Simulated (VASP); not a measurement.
# CdTe in VASP: single point with PBE

Aim: the single point of CdTe with PBE.

All numbers are computed with VASP 6.6.1; they aren't measurements. Logs are shortened: lines on timing, memory, paths and dates and some standing lists are left out, and cuts for length are marked.

## Step 1: The cell of the first run

The cell holds a slab with vacuum, 8 atoms: a = 4.676 Å, b = 4.676 Å, c = 32.407 Å, α = 90.00°, β = 90.00°, γ = 60.64°.

## Step 2: Single point, PBE

INCAR

```
SYSTEM = CdTe
PREC = Accurate ; ENCUT = 520
EDIFF = 1E-6 ; ISMEAR = 0
SIGMA = 0.05 ; LREAL = .FALSE.
LASPH = .TRUE. ; NELM = 60
ALGO = Normal ; ISIF = 2
LWAVE = .FALSE. ; LCHARG = .FALSE.
LDIPOL = .TRUE. ; IDIPOL = 3
DIPOL = 0.5 0.5 0.502 ; GGA = PE
NBANDS = 46
```

KPOINTS

```
Automatic mesh
0
G
  6 6 1
  0 0 0
```

POSCAR

```
CdTe
1.0
    4.6757524101     -0.0000000001      0.0000000000
    2.2923268900      4.0752788899      0.0000000000
    0.0000000000      0.0000000000     32.4073252299
Cd Te
4 4
Direct
    0.8484730000      0.8484730000      0.3085722110
    0.1515270000      0.1515270000      0.4263990142
    0.8283787919      0.8283787919      0.5485960741
    0.1585387480      0.1585387480      0.6668492276
    0.1821900000      0.1821900000      0.3379473795
    0.8178100000      0.8178100000      0.4557741827
    0.1630268446      0.1630268446      0.5740319906
    0.8236684148      0.8236684148      0.6950634607
```

Potentials or basis: VASP PAW PBE potentials, release 64 (Cd, Te).

Command:

```sh
$ cat potpaw_PBE.64/Cd/POTCAR potpaw_PBE.64/Te/POTCAR > POTCAR
$ mpirun -np 1 vasp_std > vasp.out
```

OUTCAR:

```text
SYSTEM = CdTe
   PREC = Accurate
   ENCUT = 520
   EDIFF = 1E-6
   ISMEAR = 0
   LREAL = .FALSE.
   LASPH = .TRUE.
   NELM = 60
   ISIF = 2
   GGA = PE

 ion  position               nearest neighbor table
   1  0.848  0.848  0.309-   5 2.86   5 2.88   5 2.88
   2  0.152  0.152  0.426-   6 2.86   5 2.88   6 2.88   6 2.88
   3  0.828  0.828  0.549-   7 2.82   7 2.83   7 2.83   6 3.01
   4  0.159  0.159  0.667-   8 2.85   8 2.86   8 2.86   7 3.01
   5  0.182  0.182  0.338-   1 2.86   2 2.88   1 2.88   1 2.88
   6  0.818  0.818  0.456-   2 2.86   2 2.88   2 2.88   3 3.01
   7  0.163  0.163  0.574-   3 2.82   3 2.83   3 2.83   4 3.01
   8  0.824  0.824  0.695-   4 2.85   4 2.86   4 2.86

  LATTYP: Found a base centered orthorhombic cell.
 ALAT       =     4.7210819990
 B/A-ratio  =     1.7098410902
 C/A-ratio  =     6.8643851636

  Lattice vectors:

 A1 = (  -2.2923268900,  -4.0752788899,   0.0000000000)
 A2 = (   4.6757524101,  -0.0000000001,   0.0000000000)
 A3 = (   0.0000000000,   0.0000000000,  32.4073252299)

Analysis of symmetry for initial positions (statically):
=====================================================================
 Subroutine PRICEL returns:
 Original cell was already a primitive cell.

 Routine SETGRP: Setting up the symmetry group for a
 base centered orthorhombic supercell.

 Subroutine GETGRP returns: Found  2 space group operations
 (whereof  2 operations were pure point group operations)
 out of a pool of  8 trial point group operations.

The static configuration has the point symmetry C_1h.

Analysis of symmetry for dynamics (positions and initial velocities):
=====================================================================
 Subroutine PRICEL returns:
 Original cell was already a primitive cell.

 Routine SETGRP: Setting up the symmetry group for a
 base centered orthorhombic supercell.

 Subroutine GETGRP returns: Found  2 space group operations
 (whereof  2 operations were pure point group operations)
 out of a pool of  8 trial point group operations.

The dynamic configuration has the point symmetry C_1h.

 Subroutine INISYM returns: Found  2 space group operations
 (whereof  2 operations are pure point group operations),
 and found     1 'primitive' translations

----------------------------------------------------------------------------------------

                                     Primitive cell

  volume of cell :     617.5214

  direct lattice vectors                    reciprocal lattice vectors
     4.675752410 -0.000000000  0.000000000     0.213869322 -0.120300576  0.000000000
     2.292326890  4.075278890  0.000000000     0.000000000  0.245381979  0.000000000
     0.000000000  0.000000000 32.407325230     0.000000000  0.000000000  0.030857221

  length of vectors
     4.675752410  4.675752410 32.407325230     0.245381979  0.245381979  0.030857221

  position of ions in fractional coordinates (direct lattice)
     0.848473000  0.848473000  0.308572211
     0.151527000  0.151527000  0.426399014
     0.828378792  0.828378792  0.548596074
     0.158538748  0.158538748  0.666849228
     0.182190000  0.182190000  0.337947380
     0.817810000  0.817810000  0.455774183
     0.163026845  0.163026845  0.574031991
     0.823668415  0.823668415  0.695063461

  ion indices of the primitive-cell ions
   primitive index   ion index
                 1           1
                 2           2
                 3           3
                 4           4
                 5           5
                 6           6
                 7           7
                 8           8

----------------------------------------------------------------------------------------

 KPOINTS: Automatic mesh

Automatic generation of k-mesh.
 Grid dimensions read from file:
 generate k-points for:    6    6    1

 Generating k-lattice:

  Cartesian coordinates                     Fractional coordinates (reciprocal lattice)
     0.035644887 -0.020050096  0.000000000     0.166666667  0.000000000  0.000000000
     0.000000000  0.040896997  0.000000000     0.000000000  0.166666667  0.000000000
     0.000000000  0.000000000  0.030857221     0.000000000  0.000000000  1.000000000

  Length of vectors
     0.040896997  0.040896997  0.030857221

  Shift w.r.t. Gamma in fractional coordinates (k-lattice)
     0.000000000  0.000000000  0.000000000

 Subroutine IBZKPT returns following result:
 ===========================================

 Found     13 irreducible k-points:

 Following reciprocal coordinates:
            Coordinates               Weight
  0.000000  0.000000  0.000000      1.000000
  0.166667  0.000000  0.000000      4.000000
  0.333333  0.000000  0.000000      4.000000
  0.500000  0.000000  0.000000      2.000000
  0.166667  0.166667  0.000000      2.000000
  0.333333  0.166667  0.000000      4.000000
  0.500000  0.166667  0.000000      4.000000
 -0.333333  0.166667  0.000000      4.000000
 -0.166667  0.166667  0.000000      2.000000
  0.333333  0.333333  0.000000      2.000000
  0.500000  0.333333  0.000000      4.000000
 -0.333333  0.333333  0.000000      2.000000
  0.500000  0.500000  0.000000      1.000000
   k-points           NKPTS =     13   k-points in BZ     NKDIM =     13   number of bands    NBANDS=     46
   number of dos      NEDOS =    301   number of ions     NIONS =      8
   total plane-waves  NPLWV = 324000
   dimension x,y,z NGX =    36 NGY =   36 NGZ =  250
   dimension x,y,z NGXF=    72 NGYF=   72 NGZF=  500
   ions per type =               4   4
   NGX,Y,Z   is equivalent  to a cutoff of  12.80, 12.80, 12.82 a.u.
   NGXF,Y,Z  is equivalent  to a cutoff of  25.60, 25.60, 25.65 a.u.
 SYSTEM =  CdTe
   PREC   = accura    normal or accurate (medium, high low for compatibility)
   ISTART =      0    job   : 0-new  1-cont  2-samecut
   ICHARG =      2    charge: 1-file 2-atom 10-const
   ISPIN  =      1    spin polarized calculation?
   LNONCOLLINEAR =      F non collinear calculations
   LSORBIT =      F    spin-orbit coupling
   LASPH  =      T    aspherical Exc in radial PAW
   ENCUT  =  520.0 eV  38.22 Ry    6.18 a.u.   8.69  8.69 60.26*2*pi/ulx,y,z
   NELM   =     60;   NELMIN=  2; NELMDL= -5     # of ELM steps
   EDIFF  = 0.1E-05   stopping-criterion for ELM
   LREAL  =      F    real-space projection
[... 7 lines left out ...]
   TEBEG  =    0.0;   TEEND  =   0.0 temperature during run
   PSTRESS=    0.0 pullay stress
   NELECT =      72.0000    total number of electrons
   NUPDOWN=      -1.0000    fix difference up-down
   EMIN   =  10.00;   EMAX   =-10.00  energy-range for DOS
   EFERMI =   0.00;   METHOD = LEGACY
   ISMEAR =     0;   SIGMA  =   0.05  broadening in eV -4-tet -1-fermi 0-gaus
   EFERMI_NEDOS =   21; number of points for ismear=-14 and -15
   IALGO  =     38    algorithm
   IMIX   =      4    mixing-type and parameters
     AMIX     =   0.40;   BMIX     =  1.00
     AMIX_MAG =   1.60;   BMIX_MAG =  1.00
  volume/ion in A,a.u.               =      77.19       520.91
  Fermi-wavevector in a.u.,A,eV,Ry     =   0.799776  1.511357  8.702851  0.639642
  Thomas-Fermi vector in A             =   1.906945
   LORBIT       =      0    0 simple, 1 ext, 2 COOP (PROOUT), +10 PAW based schemes
   GGA     = PE    functional components
   LHFCALC =     F    Hartree Fock is set to
   AEXX    =    0.0000 exact exchange contribution
   IVDW    =     0    specifies the selected vdW correction
   LEPSILON=     F    determine dielectric tensor
   LRPA    =     F    only Hartree local field effects (RPA)
 non-spin polarized calculation
 Gauss-broadening in eV      SIGMA  =   0.05
  energy-cutoff  :      520.00
  volume of cell :      617.52
 maximum number of plane-waves:     16666
   NGX = 17   NGY = 17   NGZ =121

 dipolmoment           0.000000      0.000000     -0.000007 electrons x Angstroem

 number of electron      72.0000002 magnetization

 dipolmoment           0.000000      0.000000      0.341633 electrons x Angstroem

 Free energy of the ion-electron system (eV)
  ---------------------------------------------------
  ext. energy  EPLUGINS =         0.00000000
  ---------------------------------------------------
  free energy    TOTEN  =       -17.75050233 eV

  energy without entropy =      -17.74206908  energy(sigma->0) =      -17.74628571

 E-fermi :  -1.2804     XC(G=0):  -4.3168

 val. band max:       -1.2829710049   @ k =   0.1667   0.0000   0.0000
 cond. band min:      -1.2778848021   @ k =   0.3333   0.3333   0.0000
 fundamental gap:      0.0050862028
 Fermi energy:        -1.2804114612

 k-point     1 :       0.0000    0.0000    0.0000
  band No.  band energies     occupation
      1     -13.4732      2.00000
      2     -12.5801      2.00000
      3     -12.0992      2.00000
      4     -11.2317      2.00000
      5     -10.8764      2.00000
      6     -10.8718      2.00000
[... 38 lines left out ...]
     45       2.7301      0.00000
     46       2.8626      0.00000

 k-point     2 :       0.1667    0.0000    0.0000
  band No.  band energies     occupation
      1     -13.4168      2.00000
      2     -12.5247      2.00000
      3     -12.0426      2.00000
      4     -11.1775      2.00000
      5     -10.8604      2.00000
      6     -10.8419      2.00000
[... 38 lines left out ...]
     45       2.6779      0.00000
     46       2.8320      0.00000

 k-point     3 :       0.3333    0.0000    0.0000
  band No.  band energies     occupation
      1     -13.3049      2.00000
      2     -12.4160      2.00000
      3     -11.9308      2.00000
      4     -11.0723      2.00000
      5     -10.8348      2.00000
      6     -10.7945      2.00000
[... 479 lines left out ...]
     45       3.5355      0.00000
     46       3.7832      0.00000

 k-point    13 :       0.5000    0.5000    0.0000
  band No.  band energies     occupation
      1     -13.2449      2.00000
      2     -12.3584      2.00000
      3     -11.8730      2.00000
      4     -11.0198      2.00000
      5     -10.8204      2.00000
      6     -10.7833      2.00000
[... 38 lines left out ...]
     45       3.1754      0.00000
     46       3.2024      0.00000

------------------------ aborting loop because EDIFF is reached ----------------------------------------

 vacuum level on the upper side and lower side of the slab       (xc-potential included)         1.591        -1.602

  FORCE on cell =-STRESS in cart. coord.  units (eV):
  Direction    XX          YY          ZZ          XY          YZ          ZX
  --------------------------------------------------------------------------------------
  -------------------------------------------------------------------------------------
  Total       -0.9851507     -1.1280033      0.3654435      0.1269811     -0.0164793     -0.0281770
  in kB       -2.5560022     -2.9266375      0.9481537      0.3294561     -0.0427559     -0.0731059
  external PRESSURE =      -1.5114953 kB  Pullay stress =       0.0000000 kB

 VOLUME and BASIS-vectors are now :
 -----------------------------------------------------------------------------
  energy-cutoff  :      520.00
  volume of cell :      617.52
      direct lattice vectors                 reciprocal lattice vectors
     4.675752410 -0.000000000  0.000000000     0.213869322 -0.120300576  0.000000000
     2.292326890  4.075278890  0.000000000     0.000000000  0.245381979  0.000000000
     0.000000000  0.000000000 32.407325230     0.000000000  0.000000000  0.030857221

 POSITION                                       TOTAL-FORCE (eV/Angst)
 -----------------------------------------------------------------------------------
      5.91223      3.45776     10.00000        -0.034514     -0.020186      0.445358
      1.05585      0.61751     13.81845         0.000015      0.000009      0.528791
      5.77221      3.37587     17.77853        -0.015004     -0.008775     -0.028249
      1.10471      0.64609     21.61080         0.026780      0.015662      0.000598
      1.26951      0.74248     10.95197         0.043059      0.025183     -0.785692
      5.69856      3.33280     14.77042        -0.002314     -0.001353     -0.171772
      1.13598      0.66438     18.60284         0.006776      0.003963      0.006354
      5.73939      3.35668     22.52515        -0.024797     -0.014502      0.004613
 -----------------------------------------------------------------------------------
    total drift:                               -0.000172     -0.000101     -0.000891

  FREE ENERGIE OF THE ION-ELECTRON SYSTEM (eV)
  ---------------------------------------------------
  free  energy   TOTEN  =       -17.7505023296 eV

  energy  without entropy=      -17.7420690828  energy(sigma->0) =      -17.74628571

 vacuum level on the upper side and lower side of the slab         4.809         1.563
```

It took 51 min on 1 thread of Intel Xeon 8259CL, shared host; peak memory 0.83 GiB.

What came out:

* Free energy: -17.7505 eV
* Largest force: 0.787 eV/Å
* Band gap on the k mesh: zero (bands 36 and 37 overlap by 0.30 eV)

Forces in eV/Å, atoms in the order of the input:
```
Cd  -0.035 -0.020  0.445
Cd   0.000  0.000  0.529
Cd  -0.015 -0.009 -0.028
Cd   0.027  0.016  0.001
Te   0.043  0.025 -0.786
Te  -0.002 -0.001 -0.172
Te   0.007  0.004  0.006
Te  -0.025 -0.015  0.005
```

Levels at points of the mesh, in eV from the Fermi level:
```csv
k point,band 34,band 35,band 36,band 37,band 38,band 39
"(0.00, 0.00, 0.00)",-0.50,-0.07,0.21,0.25,0.73,1.31
"(0.50, 0.00, 0.00)",-1.35,-0.61,-0.23,0.00,1.46,1.80
"(0.50, 0.50, 0.00)",-1.33,-0.67,-0.22,-0.09,1.51,1.73
```

Caveat: spin-orbit coupling is left out, which moves the levels of the heavy elements.
